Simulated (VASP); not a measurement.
# PtS2 (P-3m1) in VASP: notebook

PtS2 is run at these levels: r2SCAN; tasks: single point.

Program: VASP 6.6.1. These are calculated values, not measurements. Logs are shortened: lines on timing, memory, paths and dates and some standing lists are left out, and cuts for length are marked.

## Step 1: The cell of the first run

The structure is trigonal, space group P-3m1 (No. 164). Conventional cell: a = 3.543 Å, b = 3.543 Å, c = 5.039 Å, α = 90.00°, β = 90.00°, γ = 120.00°. Pt (site symmetry -3m) has 6 S at 2.34 Å within 3.1 Å. Within 3.1 Å of S (site symmetry 3m) lie 3 Pt at 2.34 Å and 3 S at 3.07 Å.

## Step 2: Single point, r2SCAN

POSCAR

```
PtS2
1.0
    3.5432000000      0.0000000000      0.0000000000
   -1.7716000000      3.0685012100      0.0000000000
    0.0000000000      0.0000000000      5.0388000000
Pt S
1 2
Direct
    0.0000000000      0.0000000000      0.0000000000
    0.3333333300      0.6666666700      0.2270000000
    0.6666666700      0.3333333300      0.7730000000
```

INCAR.step1

```
SYSTEM = PtS2
  PREC = Accurate
  ENCUT = 520
  ISMEAR = -1
  SIGMA = 0.1
  LREAL = .False.
  LASPH = .True.
  NELM = 80
  NBANDS = 18
  GGA = PE
  ALGO = Normal
  EDIFF = 1E-4
  LWAVE = .True.
  LCHARG = .False.
```

INCAR.step2

```
SYSTEM = PtS2
  PREC = Accurate
  ENCUT = 520
  EDIFF = 1E-7
  ISMEAR = -1
  SIGMA = 0.1
  LREAL = .False.
  LASPH = .True.
  NELM = 80
  ALGO = Normal
  ISIF = 2
  LWAVE = .False.
  LCHARG = .False.
  METAGGA = R2SCAN
  LMIXTAU = .True.
  NBANDS = 18
  ISTART = 1
```

KPOINTS

```
regular mesh
0
Gamma
  3 3 2
  0 0 0
```

Potentials or basis: VASP PAW PBE potentials, release 64 (Pt, S).

Command:

```console
$ cat potpaw_PBE.64/Pt/POTCAR potpaw_PBE.64/S/POTCAR > POTCAR
$ cp INCAR.step1 INCAR
$ mpirun -np 1 vasp_std > vasp.out
$ cp INCAR.step2 INCAR
$ mpirun -np 1 vasp_std > vasp.out
```

OUTCAR:

```text
SYSTEM = PtS2
   PREC = Accurate
   ENCUT = 520
   EDIFF = 1E-7
   ISMEAR = -1
   LREAL = .False.
   LASPH = .True.
   NELM = 80
   ISIF = 2
   METAGGA = R2SCAN
   ISTART = 1

 ion  position               nearest neighbor table
   1  0.000  0.000  0.000-   2 2.34   3 2.34   2 2.34   3 2.34   3 2.34   2 2.34
   2  0.333  0.667  0.227-   1 2.34   1 2.34   1 2.34
   3  0.667  0.333  0.773-   1 2.34   1 2.34   1 2.34

  LATTYP: Found a hexagonal cell.
 ALAT       =     3.5432000000
 C/A-ratio  =     1.4221043125

  Lattice vectors:

 A1 = (   3.5432000000,   0.0000000000,   0.0000000000)
 A2 = (  -1.7716000000,   3.0685012100,   0.0000000000)
 A3 = (   0.0000000000,   0.0000000000,   5.0388000000)

Analysis of symmetry for initial positions (statically):
=====================================================================
 Subroutine PRICEL returns:
 Original cell was already a primitive cell.

 Routine SETGRP: Setting up the symmetry group for a
 hexagonal supercell.

 Subroutine GETGRP returns: Found 12 space group operations
 (whereof 12 operations were pure point group operations)
 out of a pool of 24 trial point group operations.

The static configuration has the point symmetry D_3d.

Analysis of symmetry for dynamics (positions and initial velocities):
=====================================================================
 Subroutine PRICEL returns:
 Original cell was already a primitive cell.

 Routine SETGRP: Setting up the symmetry group for a
 hexagonal supercell.

 Subroutine GETGRP returns: Found 12 space group operations
 (whereof 12 operations were pure point group operations)
 out of a pool of 24 trial point group operations.

The dynamic configuration has the point symmetry D_3d.

 Subroutine INISYM returns: Found 12 space group operations
 (whereof 12 operations are pure point group operations),
 and found     1 'primitive' translations

----------------------------------------------------------------------------------------

                                     Primitive cell

  volume of cell :      54.7834

  direct lattice vectors                    reciprocal lattice vectors
     3.543200000  0.000000000  0.000000000     0.282230752  0.162946001  0.000000000
    -1.771600000  3.068501210  0.000000000     0.000000000  0.325892001  0.000000000
     0.000000000  0.000000000  5.038800000     0.000000000  0.000000000  0.198459951

  length of vectors
     3.543200000  3.543199999  5.038800000     0.325892001  0.325892001  0.198459951

  position of ions in fractional coordinates (direct lattice)
     0.000000000  0.000000000  0.000000000
     0.333333330  0.666666670  0.227000000
     0.666666670  0.333333330  0.773000000

  ion indices of the primitive-cell ions
   primitive index   ion index
                 1           1
                 2           2
                 3           3

----------------------------------------------------------------------------------------

 KPOINTS: regular mesh

Automatic generation of k-mesh.
 Grid dimensions read from file:
 generate k-points for:    3    3    2

 Generating k-lattice:

  Cartesian coordinates                     Fractional coordinates (reciprocal lattice)
     0.094076917  0.054315334  0.000000000     0.333333333  0.000000000  0.000000000
     0.000000000  0.108630667  0.000000000     0.000000000  0.333333333  0.000000000
     0.000000000  0.000000000  0.099229975     0.000000000  0.000000000  0.500000000

  Length of vectors
     0.108630667  0.108630667  0.099229975

  Shift w.r.t. Gamma in fractional coordinates (k-lattice)
     0.000000000  0.000000000  0.000000000

 Subroutine IBZKPT returns following result:
 ===========================================

 Found      6 irreducible k-points:

 Following reciprocal coordinates:
            Coordinates               Weight
  0.000000  0.000000  0.000000      1.000000
  0.333333  0.000000  0.000000      6.000000
  0.333333  0.333333  0.000000      2.000000
  0.000000  0.000000  0.500000      1.000000
  0.333333  0.000000  0.500000      6.000000
  0.333333  0.333333  0.500000      2.000000
   k-points           NKPTS =      6   k-points in BZ     NKDIM =      6   number of bands    NBANDS=     18
   number of dos      NEDOS =    301   number of ions     NIONS =      3
   total plane-waves  NPLWV =  31360
   dimension x,y,z NGX =    28 NGY =   28 NGZ =   40
   dimension x,y,z NGXF=    56 NGYF=   56 NGZF=   80
   ions per type =               1   2
   NGX,Y,Z   is equivalent  to a cutoff of  13.14, 13.14, 13.20 a.u.
   NGXF,Y,Z  is equivalent  to a cutoff of  26.28, 26.28, 26.39 a.u.
 SYSTEM =  PtS2
   PREC   = accura    normal or accurate (medium, high low for compatibility)
   ISTART =      1    job   : 0-new  1-cont  2-samecut
   ICHARG =      0    charge: 1-file 2-atom 10-const
   ISPIN  =      1    spin polarized calculation?
   LNONCOLLINEAR =      F non collinear calculations
   LSORBIT =      F    spin-orbit coupling
   LASPH  =      T    aspherical Exc in radial PAW
   ENCUT  =  520.0 eV  38.22 Ry    6.18 a.u.   6.59  6.59  9.37*2*pi/ulx,y,z
   NELM   =     80;   NELMIN=  2; NELMDL=  0     # of ELM steps
   EDIFF  = 0.1E-06   stopping-criterion for ELM
   LREAL  =      F    real-space projection
   EDIFFG = 0.1E-05   stopping-criterion for IOM
   NSW    =      0    number of steps for IOM
   IBRION =     -1    ionic relax: 0-MD 1-quasi-New 2-CG
   NFREE  =      0    steps in history (QN), initial steepest desc. (CG)
   ISIF   =      2    stress and relaxation
   ISYM   =      2    0-nonsym 1-usesym 2-fastsym
   POTIM  = 0.5000    time-step for ionic-motion
   TEBEG  =    0.0;   TEEND  =   0.0 temperature during run
   PSTRESS=    0.0 pullay stress
   NELECT =      22.0000    total number of electrons
   NUPDOWN=      -1.0000    fix difference up-down
   EMIN   =  10.00;   EMAX   =-10.00  energy-range for DOS
   EFERMI =   0.00;   METHOD = LEGACY
   ISMEAR =    -1;   SIGMA  =   0.10  broadening in eV -4-tet -1-fermi 0-gaus
   EFERMI_NEDOS =   21; number of points for ismear=-14 and -15
   IALGO  =     38    algorithm
   IMIX   =      4    mixing-type and parameters
     AMIX     =   0.40;   BMIX     =  1.00
     AMIX_MAG =   1.60;   BMIX_MAG =  1.00
  volume/ion in A,a.u.               =      18.26       123.23
  Fermi-wavevector in a.u.,A,eV,Ry     =   1.207812  2.282434 19.848315  1.458810
  Thomas-Fermi vector in A             =   2.343439
   LORBIT       =      0    0 simple, 1 ext, 2 COOP (PROOUT), +10 PAW based schemes
   METAGGA = R2SCAN    functional components
   LHFCALC =     F    Hartree Fock is set to
   AEXX    =    0.0000 exact exchange contribution
   IVDW    =     0    specifies the selected vdW correction
   LEPSILON=     F    determine dielectric tensor
   LRPA    =     F    only Hartree local field effects (RPA)
 non-spin polarized calculation
  energy-cutoff  :      520.00
  volume of cell :       54.78
 maximum number of plane-waves:      1507
 NGX is ok and might be reduce to    28
   NGX = 13   NGY = 13   NGZ = 19

 number of electron      22.0000001 magnetization

 Free energy of the ion-electron system (eV)
  ---------------------------------------------------
  ext. energy  EPLUGINS =         0.00000000
  ---------------------------------------------------
  free energy    TOTEN  =       -68.84339339 eV

  energy without entropy =      -68.84294199  energy(sigma->0) =      -68.84316769

 E-fermi :   6.9924     XC(G=0): -11.2823

 val. band max:        6.3987398514   @ k =   0.0000   0.0000   0.0000
 cond. band min:       7.7268223999   @ k =   0.3333   0.3333   0.0000
 fundamental gap:      1.3280825484
 Fermi energy:         6.9923641434

 k-point     1 :       0.0000    0.0000    0.0000
  band No.  band energies     occupation
      1      -9.7071      2.00000
      2      -6.3474      2.00000
      3      -0.7823      2.00000
      4      -0.7823      2.00000
      5      -0.6712      2.00000
      6       2.3664      2.00000
[... 10 lines left out ...]
     17      14.9230      0.00000
     18      19.2485      0.00000

 k-point     2 :       0.3333    0.0000    0.0000
  band No.  band energies     occupation
      1      -8.3812      2.00000
      2      -7.0243      2.00000
      3      -0.5017      2.00000
      4      -0.0432      2.00000
      5       0.7788      2.00000
      6       0.8816      2.00000
[... 10 lines left out ...]
     17      15.8842      0.00000
     18      16.6032      0.00000

 k-point     3 :       0.3333    0.3333    0.0000
  band No.  band energies     occupation
      1      -7.3534      2.00000
      2      -7.3534      2.00000
      3      -0.5700      2.00000
      4      -0.0431      2.00000
      5      -0.0431      2.00000
      6       1.7574      2.00000
[... 10 lines left out ...]
     17      16.4401      0.00000
     18      17.8881      0.00000

 k-point     4 :       0.0000    0.0000    0.5000
  band No.  band energies     occupation
      1      -9.4133      2.00000
      2      -7.0682      2.00000
      3      -0.7607      2.00000
      4      -0.7607      2.00000
      5       0.6273      2.00000
      6       2.3429      2.00000
[... 10 lines left out ...]
     17      14.5849      0.00000
     18      16.7130      0.00000

 k-point     5 :       0.3333    0.0000    0.5000
  band No.  band energies     occupation
      1      -8.1529      2.00000
      2      -7.2778      2.00000
      3      -0.8462      2.00000
      4      -0.0934      2.00000
      5       0.2531      2.00000
      6       1.7149      2.00000
[... 10 lines left out ...]
     17      17.4228      0.00000
     18      17.6100      0.00000

 k-point     6 :       0.3333    0.3333    0.5000
  band No.  band energies     occupation
      1      -7.3368      2.00000
      2      -7.3368      2.00000
      3      -0.2649      2.00000
      4      -0.2649      2.00000
      5      -0.2363      2.00000
      6       1.9735      2.00000
[... 10 lines left out ...]
     17      15.2690      0.00000
     18      17.8155      0.00000

------------------------ aborting loop because EDIFF is reached ----------------------------------------

  FORCE on cell =-STRESS in cart. coord.  units (eV):
  Direction    XX          YY          ZZ          XY          YZ          ZX
  --------------------------------------------------------------------------------------
  -------------------------------------------------------------------------------------
  Total        2.9317658      2.9317658      3.0471121     -0.0000000     -0.0000000     -0.0000000
  in kB       85.7414405     85.7414405     89.1148191     -0.0000000     -0.0000000     -0.0000000
  external PRESSURE =      86.8659000 kB  Pullay stress =       0.0000000 kB

 VOLUME and BASIS-vectors are now :
 -----------------------------------------------------------------------------
  energy-cutoff  :      520.00
  volume of cell :       54.78
      direct lattice vectors                 reciprocal lattice vectors
     3.543200000  0.000000000  0.000000000     0.282230752  0.162946001  0.000000000
    -1.771600000  3.068501210  0.000000000     0.000000000  0.325892001  0.000000000
     0.000000000  0.000000000  5.038800000     0.000000000  0.000000000  0.198459951

 POSITION                                       TOTAL-FORCE (eV/Angst)
 -----------------------------------------------------------------------------------
      0.00000      0.00000      0.00000         0.000000      0.000000      0.000000
     -0.00000      2.04567      1.14381         0.000000     -0.000000      1.114106
      1.77160      1.02283      3.89499        -0.000000      0.000000     -1.114106
 -----------------------------------------------------------------------------------
    total drift:                               -0.000000     -0.000000     -0.000000

  FREE ENERGIE OF THE ION-ELECTRON SYSTEM (eV)
  ---------------------------------------------------
  free  energy   TOTEN  =       -68.8433933896 eV

  energy  without entropy=      -68.8429419873  energy(sigma->0) =      -68.84316769
```

Run time: 21 s. Hardware: 1 thread of Intel Xeon 6975P-C (Granite Rapids), shared host; peak memory 0.17 GiB.

What came out:

```
Free energy            : -68.8434 eV
Pressure               : 8.7 GPa
Largest force          : 1.114 eV/Å
Band gap on the k mesh : 1.33 eV, indirect (least direct gap 2.62 eV)
```

Forces on the atoms (eV/Å):
```
Pt   0.000  0.000  0.000
S    0.000  0.000  1.114
S    0.000  0.000 -1.114
```

Levels at points of the mesh, in eV from the valence-band top:
```
           k point  band 7  band 8  band 9  band 10  band 11  band 12  band 13  band 14  band 15  band 16
(0.00, 0.00, 0.00)   -4.03   -1.76   -1.07    -1.07     0.00     2.75     2.75     5.34     6.50     8.52
(0.00, 0.00, 0.50)   -4.06   -2.43   -1.27    -1.27    -0.81     3.24     3.24     6.05     8.05     8.19
```

Caveat: the k points lie up to 0.68 Å⁻¹ apart; the PAW data sets were made with another functional, which shifts forces and pressure a little; spin-orbit coupling is left out, which moves the levels of the heavy elements. A k mesh can miss the band edges.

## Step 3: Single point, r2SCAN

POSCAR is that of step 2.

INCAR.step1

```
SYSTEM = PtS2
PREC     = Accurate       ! precision mode
ENCUT    = 520            ! plane-wave cutoff, eV
ISMEAR   = -1             ! smearing method
SIGMA    = 0.1            ! smearing width, eV
LREAL    = .FALSE.        ! projectors in reciprocal space
LASPH    = .TRUE.         ! aspherical terms in the spheres
NELM     = 100            ! most SCF steps
NBANDS   = 18             ! bands
GGA      = PE             ! functional
ALGO     = Normal         ! electronic algorithm
EDIFF    = 1E-4           ! SCF threshold, eV
LWAVE    = .TRUE.         ! write WAVECAR
LCHARG   = .FALSE.        ! write CHGCAR
```

INCAR.step2

```
SYSTEM = PtS2
PREC     = Accurate       ! precision mode
ENCUT    = 520            ! plane-wave cutoff, eV
EDIFF    = 1E-7           ! SCF threshold, eV
ISMEAR   = -1             ! smearing method
SIGMA    = 0.1            ! smearing width, eV
LREAL    = .FALSE.        ! projectors in reciprocal space
LASPH    = .TRUE.         ! aspherical terms in the spheres
NELM     = 100            ! most SCF steps
ALGO     = Normal         ! electronic algorithm
ISIF     = 2              ! what is computed and relaxed
LWAVE    = .FALSE.        ! write WAVECAR
LCHARG   = .FALSE.        ! write CHGCAR
METAGGA  = R2SCAN         ! meta-GGA
LMIXTAU  = .TRUE.       
NBANDS   = 18             ! bands
ISTART   = 1
```

KPOINTS

```
regular mesh
0
G
  4 4 3
  0 0 0
```

Potentials or basis: VASP PAW PBE potentials, release 64 (Pt, S).

Command:

```console
$ cat potpaw_PBE.64/Pt/POTCAR potpaw_PBE.64/S/POTCAR > POTCAR
$ cp INCAR.step1 INCAR
$ mpirun -np 1 vasp_std > vasp.out
$ cp INCAR.step2 INCAR
$ mpirun -np 1 vasp_std > vasp.out
```

Run time: 29 s. Hardware: 1 thread of Intel Xeon 6975P-C (Granite Rapids), shared host; peak memory 0.17 GiB.

It converged, with:

```
Free energy            : -68.7510 eV
Pressure               : 9.0 GPa
Largest force          : 1.257 eV/Å
Band gap on the k mesh : 1.15 eV, indirect (least direct gap 1.35 eV)
```

Forces on the atoms (eV/Å):
```
Pt   0.000  0.000  0.000
S    0.000  0.000  1.257
S    0.000  0.000 -1.257
```

Stress tensor (GPa, compression positive):
```
9.38 0.00 0.00
0.00 9.38 0.00
0.00 0.00 8.40
```

Levels at points of the mesh, in eV from the valence-band top:
| k point | band 9 | band 10 | band 11 | band 12 | band 13 | band 14 |
| --- | --- | --- | --- | --- | --- | --- |
| (0.00, 0.00, 0.00) | -1.09 | -1.09 | 0.00 | 2.74 | 2.74 | 5.33 |
| (0.50, 0.00, 0.00) | -3.30 | -3.00 | -2.31 | 2.06 | 3.14 | 5.99 |

Caveat: the k points lie up to 0.51 Å⁻¹ apart; the PAW data sets were made with another functional, which shifts forces and pressure a little; spin-orbit coupling is left out, which moves the levels of the heavy elements. A k mesh can miss the band edges.
